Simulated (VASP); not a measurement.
# Si (Cmcm) in VASP: single point with r2SCAN

Aim: the single point of Si with r2SCAN.

Program: VASP 6.6.1. These are calculated values, not measurements. Logs are shortened: lines on timing, memory, paths and dates and some standing lists are left out, and cuts for length are marked.

## 1. The cell of the first run

The structure is orthorhombic, space group Cmcm (No. 63). The conventional cell has a = 2.666 Å, b = 4.617 Å, c = 4.506 Å, α = 90.00°, β = 90.00°, γ = 90.00°. Si (site symmetry m2m) has 12 Si at 2.61 to 2.80 Å within 3.4 Å.

## 2. Single point, r2SCAN (atom 1 (Si) moved by (+0.000, +0.225) A along x and y)

Input file POSCAR:

```
Si
1.0
    2.6655775094      0.0000000000      0.0000000000
   -1.3327887547      2.3084578389      0.0000000000
    0.0000000000      0.0000000000      4.5062692700
Si
2
Direct
    0.3820671668      0.7641343337      0.2500000000
    0.6666666667      0.3333333333      0.7500000000
```

Input file INCAR.step1:

```
PREC = Accurate
ENCUT = 520
ISMEAR = 0
SIGMA = 0.15
LREAL = False
LASPH = True
NELM = 100
NBANDS = 11
GGA = PE
ALGO = Normal
EDIFF = 1E-4
LWAVE = True
LCHARG = False
```

Input file INCAR.step2:

```
PREC = Accurate
ENCUT = 520
EDIFF = 1E-7
ISMEAR = 0
SIGMA = 0.15
LREAL = False
LASPH = True
NELM = 100
ALGO = Normal
ISIF = 2
LWAVE = False
LCHARG = True
METAGGA = R2SCAN
LMIXTAU = True
LELF = True
LVHAR = True
NBANDS = 11
ISTART = 1
```

Input file KPOINTS:

```
Automatic mesh
0
Gamma
  24 24 10
```

Potentials or basis: VASP PAW PBE potentials, release 64 (Si).

Run with:

```sh
> cat potpaw_PBE.64/Si/POTCAR > POTCAR
> cp INCAR.step1 INCAR
> mpirun -np 1 vasp_std > vasp.out
> cp INCAR.step2 INCAR
> mpirun -np 1 vasp_std > vasp.out
```

OUTCAR:

```text
PREC = Accurate
   ENCUT = 520
   EDIFF = 1E-7
   ISMEAR = 0
   LREAL = False
   LASPH = True
   NELM = 100
   ISIF = 2
   METAGGA = R2SCAN
   ISTART = 1

 ion  position               nearest neighbor table
   1  0.382  0.764  0.250-   2 2.61   2 2.61   2 2.80   2 2.80   2 2.80   2 2.80
   2  0.667  0.333  0.750-   1 2.61   1 2.61   1 2.80   1 2.80   1 2.80   1 2.80

  LATTYP: Found a hexagonal cell.
 ALAT       =     2.6655775094
 C/A-ratio  =     1.6905414508

  Lattice vectors:

 A1 = (   2.6655775094,   0.0000000000,   0.0000000000)
 A2 = (  -1.3327887547,   2.3084578389,   0.0000000000)
 A3 = (   0.0000000000,   0.0000000000,   4.5062692700)

Analysis of symmetry for initial positions (statically):
=====================================================================
 Subroutine PRICEL returns:
 Original cell was already a primitive cell.

 Routine SETGRP: Setting up the symmetry group for a
 hexagonal supercell.

 Subroutine GETGRP returns: Found  8 space group operations
 (whereof  2 operations were pure point group operations)
 out of a pool of 24 trial point group operations.

The static configuration has the point symmetry C_1h.
 The point group associated with its full space group is D_2h.

Analysis of symmetry for dynamics (positions and initial velocities):
=====================================================================
 Subroutine PRICEL returns:
 Original cell was already a primitive cell.

 Routine SETGRP: Setting up the symmetry group for a
 hexagonal supercell.

 Subroutine GETGRP returns: Found  8 space group operations
 (whereof  2 operations were pure point group operations)
 out of a pool of 24 trial point group operations.

The dynamic configuration has the point symmetry C_1h.
 The point group associated with its full space group is D_2h.

 Subroutine INISYM returns: Found  8 space group operations
 (whereof  2 operations are pure point group operations),
 and found     1 'primitive' translations

----------------------------------------------------------------------------------------

                                     Primitive cell

  volume of cell :      27.7288

  direct lattice vectors                    reciprocal lattice vectors
     2.665577509  0.000000000  0.000000000     0.375153225  0.216594816  0.000000000
    -1.332788755  2.308457839  0.000000000     0.000000000  0.433189631  0.000000000
     0.000000000  0.000000000  4.506269270     0.000000000  0.000000000  0.221913059

  length of vectors
     2.665577509  2.665577509  4.506269270     0.433189631  0.433189631  0.221913059

  position of ions in fractional coordinates (direct lattice)
     0.382067167  0.764134334  0.250000000
     0.666666667  0.333333333  0.750000000

  ion indices of the primitive-cell ions
   primitive index   ion index
                 1           1
                 2           2

----------------------------------------------------------------------------------------

 KPOINTS: Automatic mesh

Automatic generation of k-mesh.
 Grid dimensions read from file:
 generate k-points for:   24   24   10

 Generating k-lattice:

  Cartesian coordinates                     Fractional coordinates (reciprocal lattice)
     0.015631384  0.009024784  0.000000000     0.041666667  0.000000000  0.000000000
     0.000000000  0.018049568  0.000000000     0.000000000  0.041666667  0.000000000
     0.000000000  0.000000000  0.022191306     0.000000000  0.000000000  0.100000000

  Length of vectors
     0.018049568  0.018049568  0.022191306

  Shift w.r.t. Gamma in fractional coordinates (k-lattice)
     0.000000000  0.000000000  0.000000000

 Subroutine IBZKPT returns following result:
 ===========================================

 Found    942 irreducible k-points:

 Following reciprocal coordinates:
            Coordinates               Weight
  0.000000  0.000000  0.000000      1.000000
  0.041667  0.000000  0.000000      4.000000
  0.000000  0.041667  0.000000      2.000000
  0.083333  0.000000  0.000000      4.000000
  0.000000  0.083333  0.000000      2.000000
  0.125000  0.000000  0.000000      4.000000
[... 16 lines left out ...]
  0.000000  0.458333  0.000000      2.000000
  0.500000  0.000000  0.000000      2.000000
 [... further k-points ...]
   k-points           NKPTS =    942   k-points in BZ     NKDIM =    942   number of bands    NBANDS=     11
   number of dos      NEDOS =    301   number of ions     NIONS =      2
   total plane-waves  NPLWV =  14400
   dimension x,y,z NGX =    20 NGY =   20 NGZ =   36
   dimension x,y,z NGXF=    40 NGYF=   40 NGZF=   72
   ions per type =               2
   NGX,Y,Z   is equivalent  to a cutoff of  12.47, 12.47, 13.28 a.u.
   NGXF,Y,Z  is equivalent  to a cutoff of  24.95, 24.95, 26.56 a.u.
 SYSTEM =  unknown system
   PREC   = accura    normal or accurate (medium, high low for compatibility)
   ISTART =      1    job   : 0-new  1-cont  2-samecut
   ICHARG =      0    charge: 1-file 2-atom 10-const
   ISPIN  =      1    spin polarized calculation?
   LNONCOLLINEAR =      F non collinear calculations
   LSORBIT =      F    spin-orbit coupling
   LASPH  =      T    aspherical Exc in radial PAW
   ENCUT  =  520.0 eV  38.22 Ry    6.18 a.u.   4.96  4.96  8.38*2*pi/ulx,y,z
   NELM   =    100;   NELMIN=  2; NELMDL=  0     # of ELM steps
   EDIFF  = 0.1E-06   stopping-criterion for ELM
   LREAL  =      F    real-space projection
   EDIFFG = 0.1E-05   stopping-criterion for IOM
   NSW    =      0    number of steps for IOM
   IBRION =     -1    ionic relax: 0-MD 1-quasi-New 2-CG
   NFREE  =      0    steps in history (QN), initial steepest desc. (CG)
   ISIF   =      2    stress and relaxation
   ISYM   =      2    0-nonsym 1-usesym 2-fastsym
   POTIM  = 0.5000    time-step for ionic-motion
   TEBEG  =    0.0;   TEEND  =   0.0 temperature during run
   PSTRESS=    0.0 pullay stress
   NELECT =       8.0000    total number of electrons
   NUPDOWN=      -1.0000    fix difference up-down
   EMIN   =  10.00;   EMAX   =-10.00  energy-range for DOS
   EFERMI =   0.00;   METHOD = LEGACY
   ISMEAR =     0;   SIGMA  =   0.15  broadening in eV -4-tet -1-fermi 0-gaus
   EFERMI_NEDOS =   21; number of points for ismear=-14 and -15
   IALGO  =     38    algorithm
   IMIX   =      4    mixing-type and parameters
     AMIX     =   0.40;   BMIX     =  1.00
     AMIX_MAG =   1.60;   BMIX_MAG =  1.00
  volume/ion in A,a.u.               =      13.86        93.56
  Fermi-wavevector in a.u.,A,eV,Ry     =   1.081753  2.044216 15.921389  1.170189
  Thomas-Fermi vector in A             =   2.217777
   LORBIT       =      0    0 simple, 1 ext, 2 COOP (PROOUT), +10 PAW based schemes
   METAGGA = R2SCAN    functional components
   LHFCALC =     F    Hartree Fock is set to
   AEXX    =    0.0000 exact exchange contribution
   IVDW    =     0    specifies the selected vdW correction
   LEPSILON=     F    determine dielectric tensor
   LRPA    =     F    only Hartree local field effects (RPA)
 non-spin polarized calculation
 Gauss-broadening in eV      SIGMA  =   0.15
  energy-cutoff  :      520.00
  volume of cell :       27.73
 maximum number of plane-waves:       771
   NGX =  9   NGY =  9   NGZ = 17

 number of electron       8.0000001 magnetization

 Free energy of the ion-electron system (eV)
  ---------------------------------------------------
  ext. energy  EPLUGINS =         0.00000000
  ---------------------------------------------------
  free energy    TOTEN  =       -16.15993686 eV

  energy without entropy =      -16.15218729  energy(sigma->0) =      -16.15606208

 E-fermi :  10.7773     XC(G=0): -12.1508

 val. band max:       10.7635043349   @ k =   0.3750   0.2083   0.0000
 cond. band min:      10.7773917353   @ k =   0.4167   0.0000   0.1000
 fundamental gap:      0.0138874004
 Fermi energy:        10.7772503454

 k-point     1 :       0.0000    0.0000    0.0000
  band No.  band energies     occupation
      1      -5.0065      2.00000
      2       2.1066      2.00000
      3       2.8508      2.00000
      4      20.1920      0.00000
      5      20.8464      0.00000
      6      21.3783      0.00000
      7      22.1899      0.00000
      8      22.4999      0.00000
      9      22.5334      0.00000
     10      24.1234      0.00000
     11      26.2273      0.00000

 k-point     2 :       0.0417    0.0000    0.0000
  band No.  band energies     occupation
      1      -4.9562      2.00000
      2       2.1560      2.00000
      3       2.8982      2.00000
      4      19.4097      0.00000
      5      20.0804      0.00000
      6      21.4825      0.00000
      7      22.4088      0.00000
      8      22.4947      0.00000
      9      23.1404      0.00000
     10      24.2027      0.00000
     11      25.4913      0.00000

 k-point     3 :       0.0000    0.0417    0.0000
  band No.  band energies     occupation
      1      -4.9562      2.00000
      2       2.1560      2.00000
      3       2.8986      2.00000
      4      19.4406      0.00000
      5      20.0887      0.00000
      6      21.5035      0.00000
      7      22.1867      0.00000
      8      22.4745      0.00000
      9      23.2950      0.00000
     10      24.3284      0.00000
     11      25.4877      0.00000
[... 267 lines left out ...]
 k-point    23 :       0.0000    0.4583    0.0000
  band No.  band energies     occupation
      1       0.9996      2.00000
      2       3.3396      2.00000
      3       8.0087      2.00000
      4       8.5934      2.00000
      5      10.2496      2.00000
      6      10.9140      0.19726
      7      14.8526      0.00000
      8      17.0623      0.00000
      9      20.4458      0.00000
     10      22.8297      0.00000
     11      23.9813      0.00000

 k-point    24 :       0.5000    0.0000    0.0000
  band No.  band energies     occupation
      1       1.7813      2.00000
      2       2.4781      2.00000
      3       8.6761      2.00000
      4       8.6800      2.00000
      5       9.4881      2.00000
      6      10.9763      0.06051
      7      14.8536      0.00000
      8      16.9534      0.00000
      9      20.7383      0.00000
     10      22.8424      0.00000
     11      23.5748      0.00000

 [... further k-points ...]

------------------------ aborting loop because EDIFF is reached ----------------------------------------

  FORCE on cell =-STRESS in cart. coord.  units (eV):
  Direction    XX          YY          ZZ          XY          YZ          ZX
  --------------------------------------------------------------------------------------
  -------------------------------------------------------------------------------------
  Total       -0.1551437     -0.2618919      0.2218725     -0.0000000     -0.0000000      0.0000000
  in kB       -8.9642551    -15.1322089     12.8198711     -0.0000000     -0.0000000      0.0000000
  external PRESSURE =      -3.7588643 kB  Pullay stress =       0.0000000 kB

 VOLUME and BASIS-vectors are now :
 -----------------------------------------------------------------------------
  energy-cutoff  :      520.00
  volume of cell :       27.73
      direct lattice vectors                 reciprocal lattice vectors
     2.665577509  0.000000000  0.000000000     0.375153225  0.216594816  0.000000000
    -1.332788755  2.308457839  0.000000000     0.000000000  0.433189631  0.000000000
     0.000000000  0.000000000  4.506269270     0.000000000  0.000000000  0.221913059

 POSITION                                       TOTAL-FORCE (eV/Angst)
 -----------------------------------------------------------------------------------
     -0.00000      1.76397      1.12657         0.000000      0.163440      0.000000
      1.33279      0.76949      3.37970        -0.000000     -0.163440     -0.000000
 -----------------------------------------------------------------------------------
    total drift:                               -0.000000      0.000033      0.000000

  FREE ENERGIE OF THE ION-ELECTRON SYSTEM (eV)
  ---------------------------------------------------
  free  energy   TOTEN  =       -16.1599368646 eV

  energy  without entropy=      -16.1521872909  energy(sigma->0) =      -16.15606208
```

Run time: 6.8 min. Hardware: 1 thread of Intel Xeon 6975P-C (Granite Rapids), shared host; peak memory 0.32 GiB.

Results:

| Item | Value |
| --- | --- |
| Free energy | -16.1599 eV |
| Pressure | -0.4 GPa |
| Largest force | 0.163 eV/Å |
| Band gap on the k mesh | zero (bands 4 and 5 overlap by 13.43 eV) |

Forces in eV/Å, atoms in the order of the input:
```
Si   0.000  0.163  0.000
Si   0.000 -0.163  0.000
```

Caveat: the cell differs from its parent crystal (atom 1 (Si) moved by (+0.000, +0.225) A along x and y); the PAW data sets were made with another functional, which shifts forces and pressure a little.
